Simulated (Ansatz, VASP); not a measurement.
## TaN: VASP beside Ansatz

Contents of INCAR:

```
SYSTEM = TaN
PREC = Accurate
ENCUT = 520
EDIFF = 1E-6
ISMEAR = 0
SIGMA = 0.15
LREAL = .False.
LASPH = .True.
NELM = 80
ALGO = Normal
ISIF = 2
LWAVE = .False.
LCHARG = .True.
GGA = PE
LELF = .True.
LVHAR = .True.
NBANDS = 15
```

The input KPOINTS:

```
regular mesh
0
Gamma
  24 24 22
  0 0 0
```

POSCAR

```
TaN
1.0
    2.9501846798      0.0000000000      0.0000000000
   -1.4750923399      2.5549348785      0.0000000000
    0.0000000000      0.0000000000      2.8977716016
Ta N
1 1
Direct
    0.3333333333      0.6666666667      0.5000000000
    0.0000000000      0.0000000000      0.0000000000
```

Input for Ansatz:

```yaml
crystal:
  lattice:
    - [2.9501846798, 0.0, 0.0]
    - [-1.4750923399, 2.5549348785, 0.0]
    - [0.0, 0.0, 2.8977716016]
  atoms:
    - { symbol: Ta, position: [0.3333333333, 0.6666666667, 0.5] }
    - { symbol: "N", position: [0.0, 0.0, 0.0] }
basis:
  ecutwfc: 420
kpoints:
  mp_grid: { grid: [24, 24, 22] }
hamiltonian:
  xc: pbe
scf:
  occupations: { method: gaussian, width: 0.15 }
output:
  forces: true
  stress: true
  eigenvalues: true
  write_density: true
  write_potential: true
  elf: true
  volumetric_format: npy
```

Alike in both runs: task single point; functional PBE; k mesh 24 × 24 × 22; occupations gaussian, width 0.15 eV; no spin polarisation.

|  | VASP | Ansatz |
| --- | --- | --- |
| version | VASP 6.6.1 | Ansatz 0.2.0 |
| potentials or method | VASP PAW PBE potentials, release 64 (Ta_pv, N), cutoff 520 eV | scalar-relativistic, plane waves, PAW |
| valence electrons in the cell | 16 | 18 |

```tsv
	VASP	Ansatz	Ansatz less VASP
gap on the k mesh at the Fermi level (eV)	none	none	-
pressure (GPa)	0.7	0.0	-0.66
traceless stress, the component that is largest in VASP (GPa)	0.11	0.00	-0.110
```

A gap of «none» marks a metal or a gap that the smearing closes. VASP's potentials hold 16 valence electrons a cell and Ansatz's 18, so a difference there can come from the potentials and not from the codes.

Neither program's run includes spin-orbit coupling.
